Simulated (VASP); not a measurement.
# InAs in VASP: single point with PBE+D3(BJ)

Aim: the single point of InAs with PBE+D3(BJ).

All numbers are computed with VASP 6.6.1; they aren't measurements. Logs are shortened: lines on timing, memory, paths and dates and some standing lists are left out, and cuts for length are marked.

## Step 1: The cell of the first run

The cell holds a slab with vacuum, 16 atoms: a = 8.644 Å, b = 6.112 Å, c = 26.921 Å, α = 90.00°, β = 90.00°, γ = 90.00°.

## Step 2: Single point, PBE+D3(BJ)

INCAR

```
  ALGO = Normal
  DIPOL = 0.5 0.5 0.418
  EDIFF = 1E-6
  ENCUT = 400
  GGA = PE
  GGA_COMPAT = F
  IDIPOL = 3
  ISIF = 2
  ISMEAR = 0
  IVDW = 12
  LASPH = T
  LCHARG = T
  LDIPOL = T
  LELF = T
  LREAL = F
  LVACPOTAV = T
  LVHAR = T
  LWAVE = F
  NBANDS = 86
  NELM = 120
  NELMDL = -8
  PREC = Accurate
  SIGMA = 0.1
```

KPOINTS

```
k-points
0
Gamma
  2 3 1
```

POSCAR

```
InAs
1.0
    8.6438581911      0.0000000000      0.0000000000
    0.0000000000      6.1121307426      0.0000000000
    0.0000000000      0.0000000000     26.9207936434
In As
8 8
Direct
    0.2500000000      0.5000000000      0.2971680592
    0.7500000000      0.5000000000      0.2971680592
    0.5000000000      0.0000000000      0.3774392644
    0.0000000000      0.0000000000      0.3774392644
    0.7491063775      0.5064928456      0.4623581369
    0.2489527530      0.5080263119      0.4628351355
    0.0001659285     -0.0582264471      0.5233792649
    0.4962840668     -0.0566369230      0.5233280055
    0.5000000000      0.2500000000      0.2971680592
    0.0000000000      0.2500000000      0.2971680592
    0.7500000000      0.7500000000      0.3774392644
    0.2500000000      0.7500000000      0.3774392644
   -0.0006116364      0.2574369287      0.4579434671
    0.4986607619      0.2579554293      0.4576068489
    0.2485667328      0.7219926243      0.5493519263
    0.7483894142      0.7259765074      0.5478032660
```

Potentials or basis: VASP PAW PBE potentials, release 64 (In_d, As).

Run with:

```sh
$ cat potpaw_PBE.64/In_d/POTCAR potpaw_PBE.64/As/POTCAR > POTCAR
$ mpirun -np 1 vasp_std > vasp.out
```

OUTCAR:

```text
EDIFF = 1E-6
   ENCUT = 400
   GGA = PE
   ISIF = 2
   ISMEAR = 0
   IVDW = 12
   LASPH = T
   LREAL = F
   NELM = 120
   NELMDL = -8
   PREC = Accurate
 IVDW          = 12

 ion  position               nearest neighbor table
   1  0.250  0.500  0.297-   9 2.65  10 2.65  12 2.65
   2  0.750  0.500  0.297-   9 2.65  10 2.65  11 2.65
   3  0.500  0.000  0.377-  11 2.65  12 2.65   9 2.65  14 2.67   8 3.94
   4  0.000  0.000  0.377-  11 2.65  12 2.65  10 2.65  13 2.68   7 3.94
   5  0.749  0.506  0.462-  14 2.65  13 2.65  16 2.66  11 2.73   7 3.81   8 3.82
   6  0.249  0.508  0.463-  14 2.65  13 2.65  15 2.67  12 2.73   8 3.78   7 3.78
   7  0.000  0.942  0.523-  13 2.61  15 2.63  16 2.63   6 3.78   5 3.81   4 3.94
   8  0.496  0.943  0.523-  14 2.61  15 2.63  16 2.64   6 3.78   5 3.82   3 3.94
   9  0.500  0.250  0.297-   1 2.65   2 2.65   3 2.65
  10  0.000  0.250  0.297-   1 2.65   2 2.65   4 2.65
  11  0.750  0.750  0.377-   3 2.65   4 2.65   2 2.65   5 2.73
  12  0.250  0.750  0.377-   3 2.65   4 2.65   1 2.65   6 2.73
  13  0.999  0.257  0.458-   7 2.61   5 2.65   6 2.65   4 2.68
  14  0.499  0.258  0.458-   8 2.61   5 2.65   6 2.65   3 2.67
  15  0.249  0.722  0.549-   7 2.63   8 2.63   6 2.67
  16  0.748  0.726  0.548-   7 2.63   8 2.64   5 2.66

  LATTYP: Found a simple orthorhombic cell.
 ALAT       =     6.1121307426
 B/A-ratio  =     1.4142135624
 C/A-ratio  =     4.4044858949

  Lattice vectors:

 A1 = (   0.0000000000,  -6.1121307426,   0.0000000000)
 A2 = (   8.6438581911,   0.0000000000,   0.0000000000)
 A3 = (   0.0000000000,   0.0000000000,  26.9207936434)

Analysis of symmetry for initial positions (statically):
=====================================================================
 Subroutine PRICEL returns:
 Original cell was already a primitive cell.

 Routine SETGRP: Setting up the symmetry group for a
 simple orthorhombic supercell.

 Subroutine GETGRP returns: Found  1 space group operations
 (whereof  1 operations were pure point group operations)
 out of a pool of  8 trial point group operations.

The static configuration has the point symmetry C_1 .

Analysis of symmetry for dynamics (positions and initial velocities):
=====================================================================
 Subroutine PRICEL returns:
 Original cell was already a primitive cell.

 Routine SETGRP: Setting up the symmetry group for a
 simple orthorhombic supercell.

 Subroutine GETGRP returns: Found  1 space group operations
 (whereof  1 operations were pure point group operations)
 out of a pool of  8 trial point group operations.

The dynamic configuration has the point symmetry C_1 .

 Subroutine INISYM returns: Found  1 space group operations
 (whereof  1 operations are pure point group operations),
[... 117 lines left out ...]
   EFERMI =   0.00;   METHOD = LEGACY
   ISMEAR =     0;   SIGMA  =   0.10  broadening in eV -4-tet -1-fermi 0-gaus
   EFERMI_NEDOS =   21; number of points for ismear=-14 and -15
   IALGO  =     38    algorithm
   IMIX   =      4    mixing-type and parameters
     AMIX     =   0.40;   BMIX     =  1.00
     AMIX_MAG =   1.60;   BMIX_MAG =  1.00
  volume/ion in A,a.u.               =      88.89       599.88
  Fermi-wavevector in a.u.,A,eV,Ry     =   0.763015  1.441889  7.921197  0.582192
  Thomas-Fermi vector in A             =   1.862603
   LORBIT       =      0    0 simple, 1 ext, 2 COOP (PROOUT), +10 PAW based schemes
   GGA     = PE    functional components
   LHFCALC =     F    Hartree Fock is set to
   AEXX    =    0.0000 exact exchange contribution
   IVDW    =    12    specifies the selected vdW correction
   LEPSILON=     F    determine dielectric tensor
   LRPA    =     F    only Hartree local field effects (RPA)
 non-spin polarized calculation
 Gauss-broadening in eV      SIGMA  =   0.10
  energy-cutoff  :      400.00
  volume of cell :     1422.29
 maximum number of plane-waves:     25876
   NGX = 29   NGY = 19   NGZ = 87

 dipolmoment           0.000000      0.000000     -0.000001 electrons x Angstroem

 number of electron     144.0000011 magnetization

 dipolmoment           0.000000      0.000000      0.046792 electrons x Angstroem

 Free energy of the ion-electron system (eV)
  ---------------------------------------------------
  ext. energy  EPLUGINS =         0.00000000
  ---------------------------------------------------
  free energy    TOTEN  =       -57.35265838 eV

  energy without entropy =      -57.35260401  energy(sigma->0) =      -57.35263119

 E-fermi :  -1.6216     XC(G=0):  -3.4267

 val. band max:       -1.8634387460   @ k =   0.0000   0.0000   0.0000
 cond. band min:      -1.3798439879   @ k =   0.0000   0.0000   0.0000
 fundamental gap:      0.4835947581
 Fermi energy:        -1.6216346876

 k-point     1 :       0.0000    0.0000    0.0000
  band No.  band energies     occupation
      1     -16.3597      2.00000
      2     -16.3479      2.00000
      3     -16.3213      2.00000
      4     -16.3159      2.00000
      5     -16.3005      2.00000
      6     -16.2935      2.00000
[... 337 lines left out ...]
     83       2.0419      0.00000
     84       2.0450      0.00000
 [bands above 84 left out]

------------------------ aborting loop because EDIFF is reached ----------------------------------------

 Edisp (eV)   -3.56821

 E8    (eV) :    -1.7117

  FORCE on cell =-STRESS in cart. coord.  units (eV):
  Direction    XX          YY          ZZ          XY          YZ          ZX
  --------------------------------------------------------------------------------------
  -------------------------------------------------------------------------------------
  Total      -1.38876    -3.21391     0.75562     0.03919     2.77378     0.03847
  in kB      -1.56440    -3.62040     0.85119     0.04415     3.12460     0.04333
  external pressure =       -1.44 kB  Pullay stress =        0.00 kB

 VOLUME and BASIS-vectors are now :
 -----------------------------------------------------------------------------
  energy-cutoff  :      400.00
  volume of cell :     1422.29
      direct lattice vectors                 reciprocal lattice vectors
     8.643858191  0.000000000  0.000000000     0.115689080  0.000000000  0.000000000
     0.000000000  6.112130743  0.000000000     0.000000000  0.163609066  0.000000000
     0.000000000  0.000000000 26.920793643     0.000000000  0.000000000  0.037146007

 POSITION                                       TOTAL-FORCE (eV/Angst)
 -----------------------------------------------------------------------------------
      2.16096      3.05607      8.00000        -0.000754     -0.789009      0.977914
      6.48289      3.05607      8.00000        -0.000821     -0.779029      0.975251
      4.32193      0.00000     10.16096        -0.007076      0.329976      0.163041
      0.00000      0.00000     10.16096         0.006335      0.346994      0.184432
      6.47517      3.09575     12.44705        -0.000358      0.019116      0.009041
      2.15191      3.10512     12.45989        -0.002063      0.001556     -0.032988
[... 8 lines left out ...]
      2.14858      4.41291     14.78899         0.007506      0.007429      0.024815
      6.46897      4.43726     14.74730        -0.025705     -0.023215      0.081531
 -----------------------------------------------------------------------------------
    total drift:                               -0.000124      0.000827      0.001834

  FREE ENERGIE OF THE ION-ELECTRON SYSTEM (eV)
  ---------------------------------------------------
  free  energy   TOTEN  =       -60.9208694572 eV

  energy  without entropy=      -60.9208150837  energy(sigma->0) =      -60.92084227

 vacuum level on the upper side and lower side of the slab         2.914         2.753
```

OSZICAR:

```text
N       E                     dE             d eps       ncg     rms          rms(c)
DAV:   1     0.109951949045E+04    0.10995E+04   -0.51059E+04   872   0.112E+03
DAV:   2     0.551363700428E+02   -0.10444E+04   -0.10251E+04   816   0.316E+02
DAV:   3    -0.552430661079E+02   -0.11038E+03   -0.10948E+03   808   0.144E+02
[... 20 lines left out ...]
DAV:  24    -0.573526352958E+02   -0.29382E-04   -0.64360E-07   506   0.378E-03    0.129E-03
DAV:  25    -0.573526491853E+02   -0.13890E-04   -0.39886E-07   496   0.305E-03    0.639E-04
DAV:  26    -0.573526552770E+02   -0.60916E-05   -0.18030E-07   476   0.198E-03    0.409E-04
DAV:  27    -0.573526574105E+02   -0.21335E-05   -0.14462E-07   474   0.159E-03    0.469E-04
DAV:  28    -0.573526583787E+02   -0.96815E-06   -0.36793E-08   418   0.131E-03
   1 F= -.60920869E+02 E0= -.60920842E+02  d E =-.543735E-04
```

Wall time 25 min (1 thread of Intel Xeon 8259CL, shared host); peak memory 0.89 GiB.

What came out:

* Free energy: -60.9209 eV
* Largest force: 1.257 eV/Å
* Band gap on the k mesh: 0.48 eV
* Dispersion energy per atom: -0.223 eV

Forces in eV/Å, atoms in the order of the input:
```
In  -0.001 -0.789  0.978
In  -0.001 -0.779  0.975
In  -0.007  0.330  0.163
In   0.006  0.347  0.184
In   0.000  0.019  0.009
In  -0.002  0.002 -0.033
In  -0.039 -0.002 -0.032
In   0.068 -0.028 -0.029
As   0.001  0.130 -1.136
As  -0.003  0.130 -1.134
As  -0.003  0.310 -0.057
As  -0.005  0.306 -0.020
As   0.016  0.017 -0.005
As  -0.012  0.024  0.030
As   0.008  0.007  0.025
As  -0.026 -0.023  0.082
```

Caveat: semilocal functionals underestimate gaps, and a narrow one can read as zero; spin-orbit coupling is left out, which moves the levels of the heavy elements.
